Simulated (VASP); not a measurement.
Input of a VASP 6.6.1 run:

INCAR

```
ALGO = Normal ; EDIFF = 1E-6
ENCUT = 500 ; GGA = PE
GGA_COMPAT = F ; ISIF = 2
ISMEAR = 0 ; LASPH = T
LCHARG = F ; LREAL = F
LWAVE = F ; NBANDS = 30
NELM = 120 ; PREC = Accurate
SIGMA = 0.1
```

File KPOINTS:

```
k-points
0
Gamma
  6 6 2
```

The input POSCAR:

```
Au
1.0
    3.2130423376      0.0000000000      0.0000000000
   -1.6065211688      2.7825762878      0.0000000000
    0.0000000000      0.0000000000      8.7509689683
Au
4
Direct
    0.0000000000      0.0000000000      0.2500000000
    0.0000000000      0.0000000000      0.7500000000
    0.3333333333      0.6666666667      0.7500000000
    0.6666666667      0.3333333333      0.2500000000
```

Potentials or basis: VASP PAW PBE potentials, release 64 (Au).

Command:

```sh
$ cat potpaw_PBE.64/Au/POTCAR > POTCAR
$ mpirun -np 1 vasp_std > vasp.out
```

**Question.** What does it give for the band gap on the k mesh?

**Answer.** Zero (band 22 reaches 9.11 eV, above the bottom of band 23 at 6.44 eV).

**Question.** Predict the pressure.

**Answer.** 299.5 GPa.

Stress tensor (GPa, compression positive):
```
449.88   0.00   0.00
  0.00 449.88   0.00
  0.00   0.00  -1.22
```

Caveat: the k points lie up to 0.38 Å⁻¹ apart; spin-orbit coupling is left out, which moves the levels of the heavy elements.
